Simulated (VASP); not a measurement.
Ag, 2 atoms in the cell. The structure is orthorhombic, space group Cmcm (No. 63). The conventional cell has a = 4.683 Å, b = 3.311 Å, c = 4.683 Å, α = 90.00°, β = 90.00°, γ = 90.00°. Within 3.6 Å of Ag (site symmetry m2m) lie 14 Ag at 2.74 to 3.32 Å.  This cell differs from its parent crystal: atoms displaced along a vibrational mode.

```yaml
Program: VASP 6.6.1
Task: single point
Functional: PBEsol
Potentials_or_basis: VASP PAW PBE potentials, release 64 (Ag)
Cutoff: 520 eV
k_mesh: 18 × 18 × 10
Occupations: gaussian, width 0.15 eV
Spin: no spin polarisation
Dipole_correction: no
Further_INCAR_settings: ALGO = Fast; EDIFF = 1e-06; NBANDS = 18
```

Potentials or basis: VASP PAW PBE potentials, release 64 (Ag).

The run is started by

```console
$ cat potpaw_PBE.64/Ag/POTCAR > POTCAR
$ mpirun -np 1 vasp_std > vasp.out
```

Hardware: 1 thread of Intel(R) Xeon(R) 6975P-C (Granite Rapids), with other jobs on the host.

Problem. Estimate the wall time of this run.

Solution. It took 85 s on 1 thread of Intel(R) Xeon(R) 6975P-C (Granite Rapids), on a shared host, peak memory 0.38 GiB. Counts: scf iterations 12, k points 546.
